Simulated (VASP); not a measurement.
# Sb (P6_3/mmc) in VASP: a series of runs

Sb is run at these levels: LDA; tasks: single point, relaxation of cell and atoms.

All numbers are computed with VASP 6.6.1; they aren't measurements. Logs are shortened: lines on timing, memory, paths and dates and some standing lists are left out, and cuts for length are marked.

### 1 The cell of the first run

The structure is hexagonal, space group P6_3/mmc (No. 194). Conventional cell: a = 3.398 Å, b = 3.398 Å, c = 11.505 Å, α = 90.00°, β = 90.00°, γ = 120.00°. Within 4.5 Å of Sb (site symmetry -3m) lie 12 Sb at 3.40 to 3.48 Å. Within 4.5 Å of Sb (site symmetry -6m2) lie 12 Sb at 3.40 to 3.48 Å.

### 2 Single point, LDA (volume scaled by 1.12)

File INCAR:

```
SYSTEM = Sb
PREC = Accurate
ENCUT = 520
EDIFF = 1E-7
ISMEAR = -1
SIGMA = 0.1
LREAL = .FALSE.
LASPH = .TRUE.
NELM = 80
ALGO = Normal
ISIF = 2
LWAVE = .FALSE.
LCHARG = .FALSE.
NBANDS = 18
```

File KPOINTS:

```
regular mesh
0
G
  13 13 4
  0 0 0
```

File POSCAR:

```
Sb
1.0
    3.3975826972      0.0000000000      0.0000000000
   -1.6987913486      2.9423929272      0.0000000000
    0.0000000000      0.0000000000     11.5047148133
Sb
4
Direct
    1.0000000000      1.0000000000      1.0000000000
    1.0000000000      1.0000000000      0.5000000000
    0.3333333333      0.6666666667      0.2500000000
    0.6666666667      0.3333333333      0.7500000000
```

Potentials or basis: VASP PAW LDA potentials, release 64 (Sb).

On the command line:

```console
$ cat potpaw_LDA.64/Sb/POTCAR > POTCAR
$ mpirun -np 1 vasp_std > vasp.out
```

OUTCAR:

```text
SYSTEM = Sb
   PREC = Accurate
   ENCUT = 520
   EDIFF = 1E-7
   ISMEAR = -1
   LREAL = .FALSE.
   LASPH = .TRUE.
   NELM = 80
   ISIF = 2

 ion  position               nearest neighbor table
   1  0.000  0.000  0.000-   3 3.48   4 3.48   3 3.48   4 3.48   4 3.48   3 3.48
   2  0.000  0.000  0.500-   3 3.48   4 3.48   3 3.48   4 3.48   4 3.48   3 3.48
   3  0.333  0.667  0.250-   1 3.48   2 3.48   1 3.48   2 3.48   1 3.48   2 3.48
   4  0.667  0.333  0.750-   1 3.48   2 3.48   1 3.48   2 3.48   1 3.48   2 3.48

  LATTYP: Found a hexagonal cell.
 ALAT       =     3.3975826972
 C/A-ratio  =     3.3861471048

  Lattice vectors:

 A1 = (   3.3975826972,   0.0000000000,   0.0000000000)
 A2 = (  -1.6987913486,   2.9423929272,   0.0000000000)
 A3 = (   0.0000000000,   0.0000000000,  11.5047148133)

Analysis of symmetry for initial positions (statically):
=====================================================================
 Subroutine PRICEL returns:
 Original cell was already a primitive cell.

 Routine SETGRP: Setting up the symmetry group for a
 hexagonal supercell.

 Subroutine GETGRP returns: Found 24 space group operations
 (whereof 12 operations were pure point group operations)
 out of a pool of 24 trial point group operations.

The static configuration has the point symmetry D_3d.
 The point group associated with its full space group is D_6h.

Analysis of symmetry for dynamics (positions and initial velocities):
=====================================================================
 Subroutine PRICEL returns:
 Original cell was already a primitive cell.

 Routine SETGRP: Setting up the symmetry group for a
 hexagonal supercell.

 Subroutine GETGRP returns: Found 24 space group operations
 (whereof 12 operations were pure point group operations)
 out of a pool of 24 trial point group operations.

The dynamic configuration has the point symmetry D_3d.
 The point group associated with its full space group is D_6h.

 Subroutine INISYM returns: Found 24 space group operations
 (whereof 12 operations are pure point group operations),
 and found     1 'primitive' translations

----------------------------------------------------------------------------------------

                                     Primitive cell

  volume of cell :     115.0129

  direct lattice vectors                    reciprocal lattice vectors
     3.397582697  0.000000000  0.000000000     0.294326905  0.169929718  0.000000000
    -1.698791349  2.942392927  0.000000000     0.000000000  0.339859436  0.000000000
     0.000000000  0.000000000 11.504714813     0.000000000  0.000000000  0.086920886

  length of vectors
     3.397582697  3.397582697 11.504714813     0.339859436  0.339859436  0.086920886

  position of ions in fractional coordinates (direct lattice)
     0.000000000  0.000000000  0.000000000
     0.000000000  0.000000000  0.500000000
     0.333333333  0.666666667  0.250000000
     0.666666667  0.333333333  0.750000000

  ion indices of the primitive-cell ions
   primitive index   ion index
                 1           1
                 2           2
                 3           3
                 4           4

----------------------------------------------------------------------------------------

 KPOINTS: regular mesh

Automatic generation of k-mesh.
 Grid dimensions read from file:
 generate k-points for:   13   13    4

 Generating k-lattice:

  Cartesian coordinates                     Fractional coordinates (reciprocal lattice)
     0.022640531  0.013071517  0.000000000     0.076923077  0.000000000  0.000000000
     0.000000000  0.026143034  0.000000000     0.000000000  0.076923077  0.000000000
     0.000000000  0.000000000  0.021730221     0.000000000  0.000000000  0.250000000

  Length of vectors
     0.026143034  0.026143034  0.021730221

  Shift w.r.t. Gamma in fractional coordinates (k-lattice)
     0.000000000  0.000000000  0.000000000

 Subroutine IBZKPT returns following result:
 ===========================================

 Found     63 irreducible k-points:

 Following reciprocal coordinates:
            Coordinates               Weight
  0.000000  0.000000  0.000000      1.000000
  0.076923  0.000000  0.000000      6.000000
  0.153846 -0.000000  0.000000      6.000000
  0.230769  0.000000  0.000000      6.000000
  0.307692 -0.000000  0.000000      6.000000
  0.384615 -0.000000  0.000000      6.000000
[... 16 lines left out ...]
  0.076923  0.000000  0.250000     12.000000
  0.153846 -0.000000  0.250000     12.000000
 [... further k-points ...]
   k-points           NKPTS =     63   k-points in BZ     NKDIM =     63   number of bands    NBANDS=     18
   number of dos      NEDOS =    301   number of ions     NIONS =      4
   total plane-waves  NPLWV =  70560
   dimension x,y,z NGX =    28 NGY =   28 NGZ =   90
   dimension x,y,z NGXF=    56 NGYF=   56 NGZF=  180
   ions per type =               4
   NGX,Y,Z   is equivalent  to a cutoff of  13.70, 13.70, 13.01 a.u.
   NGXF,Y,Z  is equivalent  to a cutoff of  27.40, 27.40, 26.01 a.u.
 SYSTEM =  Sb
   PREC   = accura    normal or accurate (medium, high low for compatibility)
   ISTART =      0    job   : 0-new  1-cont  2-samecut
   ICHARG =      2    charge: 1-file 2-atom 10-const
   ISPIN  =      1    spin polarized calculation?
   LNONCOLLINEAR =      F non collinear calculations
   LSORBIT =      F    spin-orbit coupling
   LASPH  =      T    aspherical Exc in radial PAW
   ENCUT  =  520.0 eV  38.22 Ry    6.18 a.u.   6.32  6.32 21.39*2*pi/ulx,y,z
   NELM   =     80;   NELMIN=  2; NELMDL= -5     # of ELM steps
   EDIFF  = 0.1E-06   stopping-criterion for ELM
   LREAL  =      F    real-space projection
   EDIFFG = 0.1E-05   stopping-criterion for IOM
   NSW    =      0    number of steps for IOM
   IBRION =     -1    ionic relax: 0-MD 1-quasi-New 2-CG
   NFREE  =      0    steps in history (QN), initial steepest desc. (CG)
   ISIF   =      2    stress and relaxation
   ISYM   =      2    0-nonsym 1-usesym 2-fastsym
   POTIM  = 0.5000    time-step for ionic-motion
   TEBEG  =    0.0;   TEEND  =   0.0 temperature during run
   PSTRESS=    0.0 pullay stress
   NELECT =      20.0000    total number of electrons
   NUPDOWN=      -1.0000    fix difference up-down
   EMIN   =  10.00;   EMAX   =-10.00  energy-range for DOS
   EFERMI =   0.00;   METHOD = LEGACY
   ISMEAR =    -1;   SIGMA  =   0.10  broadening in eV -4-tet -1-fermi 0-gaus
   EFERMI_NEDOS =   21; number of points for ismear=-14 and -15
   IALGO  =     38    algorithm
   IMIX   =      4    mixing-type and parameters
     AMIX     =   0.40;   BMIX     =  1.00
     AMIX_MAG =   1.60;   BMIX_MAG =  1.00
  volume/ion in A,a.u.               =      28.75       194.04
  Fermi-wavevector in a.u.,A,eV,Ry     =   0.913768  1.726771 11.360485  0.834972
  Thomas-Fermi vector in A             =   2.038318
   LORBIT       =      0    0 simple, 1 ext, 2 COOP (PROOUT), +10 PAW based schemes
   GGA     = CA    functional components
   LHFCALC =     F    Hartree Fock is set to
   AEXX    =    0.0000 exact exchange contribution
   IVDW    =     0    specifies the selected vdW correction
   LEPSILON=     F    determine dielectric tensor
   LRPA    =     F    only Hartree local field effects (RPA)
 non-spin polarized calculation
  energy-cutoff  :      520.00
  volume of cell :      115.01
 maximum number of plane-waves:      3126
 NGX is ok and might be reduce to    28
   NGX = 13   NGY = 13   NGZ = 43

 number of electron      19.9999999 magnetization

 Free energy of the ion-electron system (eV)
  ---------------------------------------------------
  ext. energy  EPLUGINS =         0.00000000
  ---------------------------------------------------
  free energy    TOTEN  =       -18.03481333 eV

  energy without entropy =      -17.94401657  energy(sigma->0) =      -17.98941495

 E-fermi :   7.5531     XC(G=0): -10.0923

 val. band max:        7.5429011259   @ k =   0.1538   0.1538   0.0000
 cond. band min:       7.5548948063   @ k =   0.3077   0.2308   0.0000
 fundamental gap:      0.0119936803
 Fermi energy:         7.5531055760

 k-point     1 :       0.0000    0.0000    0.0000
  band No.  band energies     occupation
      1      -4.8873      2.00000
      2      -3.8387      2.00000
      3      -3.8195      2.00000
      4      -1.8292      2.00000
      5       2.1443      2.00000
      6       6.3657      1.99999
[... 10 lines left out ...]
     17      15.4904      0.00000
     18      15.8541      0.00000

 k-point     2 :       0.0769    0.0000    0.0000
  band No.  band energies     occupation
      1      -4.7871      2.00000
      2      -3.7405      2.00000
      3      -3.7214      2.00000
      4      -1.7406      2.00000
      5       2.2490      2.00000
      6       6.4358      1.99997
[... 10 lines left out ...]
     17      15.5390      0.00000
     18      15.9474      0.00000

 k-point     3 :       0.1538   -0.0000    0.0000
  band No.  band energies     occupation
      1      -4.4880      2.00000
      2      -3.4479      2.00000
      3      -3.4291      2.00000
      4      -1.4801      2.00000
      5       2.5604      2.00000
      6       6.6002      1.99985
[... 10 lines left out ...]
     17      14.4725      0.00000
     18      15.0348      0.00000

 k-point     4 :       0.2308    0.0000    0.0000
  band No.  band energies     occupation
      1      -3.9952      2.00000
      2      -2.9694      2.00000
      3      -2.9512      2.00000
      4      -1.0694      2.00000
      5       3.0689      2.00000
      6       6.2631      2.00000
[... 375 lines left out ...]
      4      -2.0852      2.00000
      5       2.5427      2.00000
      6       4.8516      2.00000
[... 10 lines left out ...]
     17      15.5375      0.00000
     18      15.7864      0.00000

 k-point    23 :       0.0769    0.0000    0.2500
  band No.  band energies     occupation
      1      -4.7195      2.00000
      2      -4.1854      2.00000
      3      -3.1729      2.00000
      4      -1.9945      2.00000
      5       2.6440      2.00000
      6       4.9360      2.00000
[... 10 lines left out ...]
     17      15.5562      0.00000
     18      15.7425      0.00000

 k-point    24 :       0.1538   -0.0000    0.2500
  band No.  band energies     occupation
      1      -4.4207      2.00000
      2      -3.8897      2.00000
      3      -2.8859      2.00000
      4      -1.7270      2.00000
      5       2.9437      2.00000
      6       5.1699      2.00000
[... 10 lines left out ...]
     17      14.4803      0.00000
     18      14.7083      0.00000

 [... further k-points ...]
[... 5 lines left out ...]
  --------------------------------------------------------------------------------------
  -------------------------------------------------------------------------------------
  Total       -4.3210460     -4.3210460     -4.2904814     -0.0000000      0.0000000     -0.0000000
  in kB      -60.1939597    -60.1939597    -59.7681823     -0.0000000      0.0000000     -0.0000000
  external PRESSURE =     -60.0520339 kB  Pullay stress =       0.0000000 kB

 VOLUME and BASIS-vectors are now :
 -----------------------------------------------------------------------------
  energy-cutoff  :      520.00
  volume of cell :      115.01
      direct lattice vectors                 reciprocal lattice vectors
     3.397582697  0.000000000  0.000000000     0.294326905  0.169929718  0.000000000
    -1.698791349  2.942392927  0.000000000     0.000000000  0.339859436  0.000000000
     0.000000000  0.000000000 11.504714813     0.000000000  0.000000000  0.086920886

 POSITION                                       TOTAL-FORCE (eV/Angst)
 -----------------------------------------------------------------------------------
      0.00000      0.00000      0.00000         0.000000      0.000000      0.000000
      0.00000      0.00000      5.75236         0.000000      0.000000      0.000000
     -0.00000      1.96160      2.87618        -0.000000      0.000000     -0.000000
      1.69879      0.98080      8.62854        -0.000000      0.000000     -0.000000
 -----------------------------------------------------------------------------------
    total drift:                                0.000000     -0.000000      0.000000

  FREE ENERGIE OF THE ION-ELECTRON SYSTEM (eV)
  ---------------------------------------------------
  free  energy   TOTEN  =       -18.0348133320 eV

  energy  without entropy=      -17.9440165696  energy(sigma->0) =      -17.98941495
```

Wall time 78 s (1 thread of AMD EPYC 7R13 (Zen 3), shared host); peak memory 0.23 GiB.

Results:

- Free energy: -18.0348 eV
- Pressure: -6.0 GPa
- Band gap on the k mesh: zero (band 10 reaches 11.76 eV, above the bottom of band 11 at 5.49 eV)

Caveat: the cell differs from its parent crystal (volume scaled by 1.12); spin-orbit coupling is left out, which moves the levels of the heavy elements.

### 3 Single point, LDA

This run uses another cell than the first one, of 25.67 Å³/atom, 0.893 times its volume.

File INCAR:

```
PREC     = Accurate       # precision mode
ENCUT    = 520            # plane-wave cutoff, eV
EDIFF    = 1E-7           # SCF threshold, eV
ISMEAR   = -1             # smearing method
SIGMA    = 0.1            # smearing width, eV
LREAL    = False          # projectors in reciprocal space
LASPH    = True           # aspherical terms in the spheres
NELM     = 80             # most SCF steps
ALGO     = Normal         # electronic algorithm
ISIF     = 2              # what is computed and relaxed
LWAVE    = False          # write WAVECAR
LCHARG   = False          # write CHGCAR
GGA      = CA             # functional
NBANDS   = 18             # bands
```

File KPOINTS:

```
Automatic mesh
0
Gamma
  15 15 4
```

File POSCAR:

```
Sb
1.0
    3.2716288460      0.0000000000      0.0000000000
   -1.6358144230      2.8333136923      0.0000000000
    0.0000000000      0.0000000000     11.0782165445
Sb
4
Direct
    1.0000000000      1.0000000000      1.0000000000
    1.0000000000      1.0000000000      0.5000000000
    0.3333333333      0.6666666667      0.2500000000
    0.6666666667      0.3333333333      0.7500000000
```

Potentials or basis: VASP PAW LDA potentials, release 64 (Sb).

On the command line:

```console
$ cat potpaw_LDA.64/Sb/POTCAR > POTCAR
$ mpirun -np 1 vasp_std > vasp.out
```

Run time: 73 s. Hardware: 1 thread of AMD EPYC 7R13 (Zen 3), shared host; peak memory 0.22 GiB.

It converged, with:

```yaml
Free_energy: -18.2978 eV
Pressure: 0.3 GPa
Band_gap_on_the_k_mesh: zero (band 10 reaches 13.92 eV, above the bottom of band 11 at 6.31 eV)
```

Stress tensor (GPa, compression positive):
```
 0.64  0.00  0.00
 0.00  0.64  0.00
 0.00  0.00 -0.32
```

Levels at points of the mesh, in eV from the Fermi level:
```
           k point  band 7  band 8  band 9  band 10  band 11  band 12  band 13  band 14
(0.00, 0.00, 0.00)   -1.24    4.18    4.18     4.87     4.87     4.92     4.92     5.05
(0.00, 0.00, 0.50)    2.48    2.48    4.38     4.38     4.38     4.38     5.49     5.49
```

Caveat: spin-orbit coupling is left out, which moves the levels of the heavy elements.

### 4 Relaxation of cell and atoms, LDA

This run uses another cell than the first one, of 27.18 Å³/atom, 0.945 times its volume.

File INCAR:

```
SYSTEM = Sb
ALGO     = Normal         ! electronic algorithm
EDIFF    = 1E-6           ! SCF threshold, eV
EDIFFG   = -0.01          ! ionic threshold
ENCUT    = 600            ! plane-wave cutoff, eV
GGA      = CA             ! functional
IBRION   = 2              ! ionic algorithm
ISIF     = 3              ! what is computed and relaxed
ISMEAR   = -1             ! smearing method
LASPH    = .TRUE.         ! aspherical terms in the spheres
LCHARG   = .FALSE.        ! write CHGCAR
LREAL    = .FALSE.        ! projectors in reciprocal space
LWAVE    = .FALSE.        ! write WAVECAR
NELM     = 100            ! most SCF steps
NSW      = 80             ! ionic steps
PREC     = Accurate       ! precision mode
SIGMA    = 0.1            ! smearing width, eV
```

File KPOINTS:

```
k-points
0
G
  11 11 3
  0 0 0
```

File POSCAR:

```
Sb
1.0
    3.3749600568      0.0000000000      0.0000000000
   -1.6874800284      2.9228011460      0.0000000000
    0.0000000000      0.0000000000     11.0226195456
Sb
4
Direct
    0.0000000000      0.0000000000      0.0000000000
    0.0000000000      0.0000000000      0.5000000000
    0.3333333333      0.6666666667      0.2500000000
    0.6666666667      0.3333333333      0.7500000000
```

On the command line:

```console
$ cat potpaw_LDA.64/Sb/POTCAR > POTCAR
$ mpirun -np 1 vasp_std > vasp.out
```

Wall time 3 min (1 thread of AMD EPYC 7R13 (Zen 3), shared host); peak memory 0.2 GiB.

The run converged. Its results:

- Free energy: -18.3063 eV
- Relaxed volume: 25.72 Å³/atom
- Relaxed cell: a = 3.273 Å, b = 3.273 Å, c = 11.085 Å, α = 90.00°, β = 90.00°, γ = 120.00°
- Space group after relaxing (to 0.05 Å): P6_3/mmc (No. 194)
- Energy gained by relaxing: 20.9 meV/atom
- Ionic steps: 9
- Pressure after relaxing: 0.0 GPa
- Band gap on the k mesh: zero (band 10 reaches 13.88 eV, above the bottom of band 11 at 6.61 eV)

Step by step:
| step | energy change (eV) | largest force (eV/Å) | pressure (GPa) | volume (Å³) |
| --- | --- | --- | --- | --- |
| 1 | 0.0000 | 0.0000 | -3.47 | 108.73 |
| 2 | -0.0541 | 0.0000 | 2.39 | 99.72 |
| 3 | -0.0735 | 0.0000 | 0.17 | 102.62 |
| 4 | -0.0805 | 0.0000 | 0.14 | 102.63 |
| 5 | -0.0834 | 0.0000 | 0.16 | 102.63 |
| 6 | -0.0835 | 0.0000 | 0.17 | 102.63 |
| 7 | -0.0835 | 0.0000 | 0.17 | 102.63 |
| 8 | -0.0835 | 0.0000 | -0.14 | 103.10 |
| 9 | -0.0836 | 0.0000 | -0.01 | 102.87 |

Final structure:
```
Sb
1.0
     3.27336    0.00000    0.00000
    -1.63668    2.83482    0.00000
     0.00000    0.00000   11.08549
Sb
4
Direct
  0.00000 0.00000 0.00000
  0.00000 0.00000 0.50000
  0.33333 0.66667 0.25000
  0.66667 0.33333 0.75000
```

Levels at points of the mesh, in eV from the Fermi level:
```
           k point  band 8  band 9  band 10  band 11  band 12  band 13
(0.00, 0.00, 0.00)    4.15    4.15     4.83     4.83     4.89     4.89
```

Caveat: spin-orbit coupling is left out, which moves the levels of the heavy elements.

### 5 Overview

| task | cell | k mesh | cutoff (eV) | gap on the mesh (eV) | pressure (GPa) |
| --- | --- | --- | --- | --- | --- |
| single point | a = 3.398, b = 3.398, c = 11.505 Å, angles 90.0, 90.0, 120.0°, 4 atoms | 13 × 13 × 4 | 520 | none | -6.0 |
| single point | a = 3.272, b = 3.272, c = 11.078 Å, angles 90.0, 90.0, 120.0°, 4 atoms | 15 × 15 × 4 | 520 | none | 0.3 |
| relaxation of cell and atoms | relaxed from a = 3.375, b = 3.375, c = 11.023 Å, angles 90.0, 90.0, 120.0°, 4 atoms | 11 × 11 × 3 | 600 | none | 0.0 |

Alike in all rows: level LDA; potentials or basis VASP PAW LDA potentials, release 64 (Sb); no spin polarisation; smearing fermi-dirac 0.1 eV.

Caveats: spin-orbit coupling is left out, which moves the levels of the heavy elements.

Total energies depend on the potentials used, so only differences within one code and one set of settings carry meaning.
